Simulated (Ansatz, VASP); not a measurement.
## One calculation of SiGe2, two programs

```
Si Ge
1.0
     0.00068   -0.00101    2.64653
     4.69155    0.00128   -0.00141
    -0.00236    8.65688   -0.00231
Si Ge
2 4
Direct
  0.50002 0.00002 0.00498
  0.49977 0.50000 0.49486
  0.49988 0.99986 0.34072
  0.50049 0.50009 0.83157
  0.50016 0.49994 0.15936
  0.49968 0.00010 0.66851
```

Change from the starting cell: cell x2, atoms moved at random (sigma 0.15 Å) and cell strained at random (1.5 %), then relaxed without symmetry.

Alike in both runs: functional PBE; k mesh 8 × 4 × 4; occupations gaussian, width 0.2 eV; no spin polarisation.

Ansatz relaxed the structure, and its values are those at the end. VASP's run is a single point on that final structure, the one shown.

|  | VASP | Ansatz |
| --- | --- | --- |
| version | VASP 6.6.1 | Ansatz 0.2.0 |
| potentials or method | VASP PAW PBE potentials, release 64 (Si, Ge_d), cutoff 520 eV | scalar-relativistic, plane waves, PAW |
| valence electrons in the cell | 64 | 64 |

VASP gave:

* gap on the k mesh at the Fermi level (eV): none
* pressure (GPa): 0.1
* rms of the force components (eV/Å): 0.004

Q: What did Ansatz give for the same quantities?

A: gap on the k mesh at the Fermi level (eV): none; pressure (GPa): 0.0; rms of the force components (eV/Å): 0.004.

A gap of «none» marks a metal or a gap that the smearing closes. The functional is the same, so the differences come from potentials, cutoffs and numerics.
